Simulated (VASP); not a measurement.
MoPb2: single point with PBE

MoPb2:

```
Mo Pb
1.0
     5.33602    0.00000    0.00000
    -2.66801    4.62113    0.00000
     0.00000    0.00000    2.95688
Mo Pb
1 2
Direct
  0.00000 0.00000 0.00000
  0.33333 0.66667 0.50000
  0.66667 0.33333 0.50000
```

| Quantity | Value |
| --- | --- |
| Program | VASP 6.6.1 |
| Task | single point |
| Functional | PBE |
| Potentials or basis | VASP PAW PBE potentials, release 64 (Mo_sv, Pb_d) |
| Cutoff | 520 eV |
| k mesh | 12 × 12 × 16 |
| Occupations | gaussian, width 0.1 eV |
| Spin | no spin polarisation |
| Dipole correction | no |
| Further INCAR settings | ALGO = Fast; EDIFF = 1e-06; NBANDS = 28 |

| Property | Result |
| --- | --- |
| Pressure | 0.0 GPa |
| Band gap on the k mesh | zero (band 21 reaches 10.06 eV, above the bottom of band 22 at 8.65 eV) |

Levels at points of the mesh, in eV from the Fermi level:
```
           k point  band 18  band 19  band 20  band 21  band 22  band 23  band 24  band 25
(0.00, 0.00, 0.00)    -3.83    -2.59    -0.26    -0.26     1.21     1.21     1.64     1.87
(0.50, 0.00, 0.00)    -3.93    -1.94    -1.15     0.28     1.09     1.21     2.39     4.69
(0.00, 0.00, 0.50)    -2.05    -2.05    -0.89    -0.26    -0.26     0.22     0.22     2.26
(0.50, 0.00, 0.50)    -3.26    -2.99    -0.66    -0.01    -0.01     0.24     1.57     1.89
```

Wall time 3.2 min on 1 thread of Oxide Virtual Turin-like Processor, on a shared host, peak memory 0.39 GiB.

Caveat: spin-orbit coupling is left out, which moves the levels of the heavy elements.
